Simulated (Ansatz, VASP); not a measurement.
One calculation of Ir, two programs

File INCAR:

```
ALGO = Normal
EDIFF = 1E-6
ENCUT = 560
GGA_COMPAT = F
ISIF = 2
ISMEAR = -1
LASPH = T
LCHARG = F
LREAL = F
LWAVE = F
NBANDS = 14
NELM = 120
PREC = Accurate
SIGMA = 0.1
```

The input KPOINTS:

```
k-points
0
Gamma
  23 23 23
```

The input POSCAR:

```
Ir
1.0
    0.0000000000      1.8803315990      1.8803315990
    1.8803315990      0.0000000000      1.8803315990
    1.8803315990      1.8803315990      0.0000000000
Ir
1
Direct
    0.0000000000      0.0000000000      0.0000000000
```

Input for Ansatz:

```yaml
crystal:
  lattice:
    - [0.0, 1.880331599, 1.880331599]
    - [1.880331599, 0.0, 1.880331599]
    - [1.880331599, 1.880331599, 0.0]
  atoms:
    - { symbol: Ir, position: [0.0, 0.0, 0.0] }
hamiltonian:
  xc: lda
  pseudopotentials:
    kind: paw
    azcp:
      Ir: "pseudopotentials/Ir.paw.azcp"
basis:
  ecutwfc: 420
  fft_grid_basis: typed
kpoints:
  mp_grid: { grid: [23, 23, 23], shift: [0, 0, 0] }
magnetization:
  spin_polarized: false
scf:
  occupations: { method: fermi_dirac, width: 0.1 }
output:
  stress: true
```

Alike in both runs: task single point; functional LDA; k mesh 23 × 23 × 23; occupations fermi-dirac, width 0.1 eV; no spin polarisation.

|  | VASP | Ansatz |
| --- | --- | --- |
| version | VASP 6.6.1 | Ansatz 0.2.0 |
| potentials or method | VASP PAW LDA potentials, release 64 (Ir_sv_GW), cutoff 560 eV | plane waves (420 eV) with PAW, scalar-relativistic |
| valence electrons in the cell | 17 | 17 |

VASP gave:

- pressure (GPa): 17.8

Task: Estimate Ansatz's values.

Result: Pressure (GPa): 18.1.

Ansatz warns that its potentials were made for another functional, while VASP's fit it. LDA's correlation is that of Perdew and Zunger in VASP and of Perdew and Wang (1992) in Ansatz.

Neither program's run includes spin-orbit coupling.
